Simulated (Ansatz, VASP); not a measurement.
**KI: VASP beside Ansatz**

File INCAR:

```
SYSTEM = KI
PREC = Accurate
ENCUT = 520
EDIFF = 1E-6
ISMEAR = 0
SIGMA = 0.05
LREAL = .False.
LASPH = .True.
NELM = 100
ALGO = Normal
ISIF = 2
LWAVE = .False.
LCHARG = .False.
GGA = PE
NBANDS = 15
```

The input KPOINTS:

```
regular mesh
0
Gamma
  6 6 6
  0 0 0
```

The input POSCAR:

```
KI
1.0
    0.0000000000      3.5728375072      3.4299240070
    3.5728375072      0.0000000000      3.4299240070
    3.5728375072      3.5728375072      0.0000000000
K I
1 1
Direct
    0.0000000000      0.0000000000      0.0000000000
    0.5000000000      0.5000000000      0.5000000000
```

Input for Ansatz:

```yaml
crystal:
  lattice:
    - [0.0, 3.5728375072, 3.429924007]
    - [3.5728375072, 0.0, 3.429924007]
    - [3.5728375072, 3.5728375072, 0.0]
  atoms:
    - { symbol: K, position: [0.0, 0.0, 0.0] }
    - { symbol: I, position: [0.5, 0.5, 0.5] }
basis:
  ecutwfc: 420
kpoints:
  mp_grid: { grid: [6, 6, 6] }
hamiltonian:
  xc: pbe
scf:
  occupations: { method: gaussian, width: 0.05 }
output:
  forces: true
  stress: true
  eigenvalues: true
```

Alike in both runs: task single point; functional PBE; k mesh 6 × 6 × 6; occupations gaussian, width 0.05 eV; no spin polarisation.

```csv
,VASP,Ansatz
version,VASP 6.6.1,Ansatz 0.2.0
potentials or method,"VASP PAW PBE potentials, release 64 (K_sv, I), cutoff 520 eV","scalar-relativistic, plane waves, PAW"
valence electrons in the cell,16,26
```

|  | VASP | Ansatz | Ansatz less VASP |
| --- | --- | --- | --- |
| gap on the k mesh at the Fermi level (eV) | 3.97 | 3.97 | +0.005 |
| least direct gap on the mesh (eV) | 3.97 | 3.97 | +0.005 |
| pressure (GPa) | 0.8 | 0.7 | -0.04 |
| traceless stress, the component that is largest in VASP (GPa) | 0.82 | 0.81 | -0.010 |

The functional is the same, so the differences come from potentials, cutoffs and numerics. VASP's potentials hold 16 valence electrons a cell and Ansatz's 26, so a difference there can come from the potentials and not from the codes.

Spin-orbit coupling is off throughout.
